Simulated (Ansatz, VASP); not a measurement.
One calculation of Cs, two programs

```xyz
2
Lattice="5.3388 0.0000 0.0000 -2.6694 4.6235 0.0000 0.0000 0.0000 8.8428" Properties=species:S:1:pos:R:3 pbc="T T T"
Cs    0.0000    3.0824    2.2107
Cs    2.6694    1.5412    6.6321
```

Alike in both runs: functional PBEsol; k mesh 9 × 9 × 6; occupations gaussian, width 0.1 eV; no spin polarisation.

Ansatz relaxed the structure, and its values are those at the end. VASP's run is a single point on that final structure, the one shown.

|  | VASP | Ansatz |
| --- | --- | --- |
| version | VASP 6.6.1 | Ansatz 0.2.0 |
| potentials or method | VASP PAW PBE potentials, release 64 (Cs_sv), cutoff 520 eV | scalar-relativistic, plane waves, PAW |
| valence electrons in the cell | 18 | 18 |

```tsv
	VASP	Ansatz	Ansatz less VASP
gap on the k mesh at the Fermi level (eV)	none	none	-
pressure (GPa)	0.0	0.0	+0.01
```

VASP's potentials were made for PBE, not for PBEsol. A gap of «none» marks a metal or a gap that the smearing closes.

Spin-orbit coupling is off throughout.
